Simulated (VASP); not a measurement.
Here is a VASP 6.6.1 calculation.

Contents of INCAR:

```
  PREC = Accurate
  ENCUT = 520
  EDIFF = 1E-6
  ISMEAR = 0
  SIGMA = 0.03
  LREAL = F
  LASPH = T
  NELM = 100
  ALGO = Normal
  ISIF = 2
  LWAVE = F
  LCHARG = T
  GGA = PS
  LELF = T
  LVHAR = T
  NBANDS = 26
```

File KPOINTS:

```
Automatic mesh
0
Gamma
  8 8 8
```

File POSCAR:

```
Si
1.0
   -3.3221878745     -3.3221878745      1.9186812122
   -3.3221878745      3.3221878745     -1.9186812122
    3.3221878745     -3.3221878745     -5.7560436367
Si
8
Direct
    0.7162857205      0.5014533680      0.5751999498
    0.6425391386      0.9106347847      0.9106347847
    0.3574608614      0.0893652153      0.0893652153
    0.3574608614      0.5893652153      0.5893652153
    0.0000000000      0.7680956460      0.4106347847
    0.0000000000      0.2680956461      0.9106347847
    0.0000000000      0.7319043540      0.0893652153
    0.0000000000      0.2319043540      0.5893652153
```

Potentials or basis: VASP PAW PBE potentials, release 64 (Si).

Command:

```console
$ cat potpaw_PBE.64/Si/POTCAR > POTCAR
$ mpirun -np 1 vasp_std > vasp.out
```

**Question.** Estimate the largest force.

**Answer.** 6.570 eV/Å.

**Question.** What does it give for the band gap on the k mesh?

**Answer.** Zero (bands 16 and 17 overlap by 0.59 eV).

**Question.** Estimate the pressure.

**Answer.** 4.7 GPa.

Forces in eV/Å, atoms in the order of the input:
```
Si  -4.226 -1.442  3.810
Si  -0.027 -0.051 -0.509
Si  -0.106 -0.218 -0.738
Si   3.409  4.706 -3.064
Si   1.041 -0.058 -0.514
Si   0.056 -0.580 -0.022
Si   0.022  0.156  0.258
Si  -0.169 -2.512  0.778
```

Caveat: the cell differs from its parent crystal (atom 1 (Si) moved by -0.490 Å along [0 1 0] and -0.980 Å along [0 0 1]); the cell stands under pressure; semilocal functionals underestimate gaps, so a narrow gap can read as zero; the PAW data sets were made with another functional, which shifts forces and pressure a little.
